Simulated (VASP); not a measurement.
Write the native input for VASP 6.6.1 that does the following.

```
Task                   : single point
Functional             : PBE
Potentials or basis    : VASP PAW PBE potentials, release 64 (Mn_pv, Si)
Cutoff                 : 520 eV
k mesh                 : 9 × 9 × 9
Occupations            : fermi-dirac, width 0.05 eV
Spin                   : collinear spin, ferromagnetic start
Starting moments       : [4.0, 0.0] μB
Dipole correction      : no
Further INCAR settings : ALGO = Normal; EDIFF = 1e-07; NBANDS = 20
```

The structure of MnSi lies in POSCAR:

```
MnSi
1.0
    2.9874314600      0.0000000000      0.0000000000
    0.0000000000      2.9874314600      0.0000000000
    0.0000000000      0.0000000000      2.9874314600
Mn Si
1 1
Direct
    0.4984300000      0.5122870000      0.4986210000
   -0.0137930000      0.0104120000      0.0018960000
```

This cell differs from its parent crystal: atoms moved at random.

One way to write it, as run:

INCAR

```
SYSTEM = MnSi
PREC = Accurate
ENCUT = 520
EDIFF = 1E-7
ISMEAR = -1
SIGMA = 0.05
LREAL = .FALSE.
LASPH = .TRUE.
NELM = 150
ALGO = Normal
ISIF = 2
LWAVE = .FALSE.
LCHARG = .TRUE.
ISPIN = 2
MAGMOM = 4 0
LORBIT = 11
LMAXMIX = 4
GGA = PE
LELF = .TRUE.
LVHAR = .TRUE.
NBANDS = 20
```

KPOINTS

```
Automatic mesh
0
G
  9 9 9
  0 0 0
```

Potentials or basis: VASP PAW PBE potentials, release 64 (Mn_pv, Si).

Command:

```console
$ cat potpaw_PBE.64/Mn_pv/POTCAR potpaw_PBE.64/Si/POTCAR > POTCAR
$ mpirun -np 1 vasp_std > vasp.out
```

It gave:

```json
{
  "Pressure": "-26.0 GPa",
  "Largest force": "0.080 eV/Å",
  "Net moment": "0.87 μB per cell",
  "Site moments": "Mn +0.96; Si -0.07 μB",
  "Valence electrons inside the program's atomic spheres": "Mn 11.74; Si 1.53"
}
```

Caveat: the cell differs from its parent crystal (atoms moved at random); the cell stands under tension.

Wall time 8.1 min on 1 thread of Intel Xeon 8259CL (shared host), peak memory 0.38 GiB.
